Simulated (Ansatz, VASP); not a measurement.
## Ni in VASP and in Ansatz

POSCAR

```
Ni
1.0
    0.0000000000      1.7330608651      1.7330608651
    1.7330608651      0.0000000000      1.7330608651
    1.7330608651      1.7330608651      0.0000000000
Ni
1
Direct
    0.0000000000      0.0000000000      0.0000000000
```

Contents of INCAR.step1:

```
SYSTEM = Ni
  ALGO = Normal
  EDIFF = 1E-4
  ENCUT = 520
  GGA = PE
  ISMEAR = -1
  LASPH = .TRUE.
  LCHARG = .FALSE.
  LREAL = .FALSE.
  LWAVE = .TRUE.
  NBANDS = 11
  NELM = 100
  PREC = Accurate
  SIGMA = 0.1
```

INCAR.step2

```
SYSTEM = Ni
  ALGO = Normal
  EDIFF = 1E-6
  ENCUT = 520
  ISIF = 2
  ISMEAR = -1
  ISTART = 1
  LASPH = .TRUE.
  LCHARG = .TRUE.
  LELF = .TRUE.
  LMIXTAU = .TRUE.
  LREAL = .FALSE.
  LVHAR = .TRUE.
  LWAVE = .FALSE.
  METAGGA = R2SCAN
  NBANDS = 11
  NELM = 100
  PREC = Accurate
  SIGMA = 0.1
```

Contents of KPOINTS:

```
k-points
0
G
  4 4 4
  0 0 0
```

Input for Ansatz:

```yaml
crystal:
  lattice:
    - [0.0, 1.7330608651, 1.7330608651]
    - [1.7330608651, 0.0, 1.7330608651]
    - [1.7330608651, 1.7330608651, 0.0]
  atoms:
    - { symbol: Ni, position: [0.0, 0.0, 0.0] }
hamiltonian:
  xc: r2scan
  pseudopotentials:
    kind: paw
    azcp:
      Ni: "pseudopotentials/Ni.paw.azcp"
basis:
  ecutwfc: 500
  fft_grid_basis: typed
kpoints:
  mp_grid: { grid: [4, 4, 4], shift: [0, 0, 0] }
magnetization:
  spin_polarized: false
scf:
  occupations: { method: fermi_dirac, width: 0.1 }
  lower_state_search: "off"
output:
  stress: true
```

Alike in both runs: task single point; functional r2SCAN; k mesh 4 × 4 × 4; occupations fermi-dirac, width 0.1 eV; no spin polarisation.

|  | VASP | Ansatz |
| --- | --- | --- |
| version | VASP 6.6.1 | Ansatz 0.2.0 |
| potentials or method | VASP PAW PBE potentials, release 64 (Ni), cutoff 520 eV | plane waves (500 eV) with PAW, scalar-relativistic |
| valence electrons in the cell | 10 | 18 |

```csv
,VASP,Ansatz,Ansatz less VASP
pressure (GPa),-2.2,-2.8,-0.67
```

VASP's potentials were made for PBE, not for r2SCAN. With one functional, cell and mesh, what is left measures potentials, basis and numerics. VASP's potentials hold 10 valence electrons a cell and Ansatz's 18, so a difference there can come from the potentials and not from the codes.

The k mesh is coarse, so the values compare programs but aren't converged.
